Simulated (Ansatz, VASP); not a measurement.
One calculation of GaN, two programs

```
Ga N
1.0
     0.00000    2.13524    2.13524
     2.13524    0.00000    2.13524
     2.13524    2.13524    0.00000
Ga N
1 1
Cartesian
  0.0000 0.0000 0.2500
  2.1352 2.1352 2.1352
```

Change from the starting cell: all Ga atoms moved -0.250 Å, as atom 1 towards its neighbour atom 2 (N) at 2.135 Å.

Alike in both runs: task single point; functional r2SCAN; k mesh 12 × 12 × 12; occupations gaussian, width 0.05 eV; no spin polarisation.

|  | VASP | Ansatz |
| --- | --- | --- |
| version | VASP 6.6.1 | Ansatz 0.2.0 |
| potentials or method | VASP PAW PBE potentials, release 64 (Ga_d, N_h), cutoff 1460 eV | scalar-relativistic, plane waves, PAW |
| valence electrons in the cell | 18 | 18 |

```tsv
	VASP	Ansatz	Ansatz less VASP
gap on the k mesh at the Fermi level (eV)	0.92	0.94	+0.024
least direct gap on the mesh (eV)	2.75	2.73	-0.019
pressure (GPa)	0.1	-0.9	-0.94
traceless stress, the component that is largest in VASP (GPa)	19.05	18.69	-0.363
rms of the force components (eV/Å)	0.741	0.706	-0.0354
```

VASP's potentials were made for PBE, not for r2SCAN. Atom by atom the forces differ by 0.035 eV/Å (rms over components).
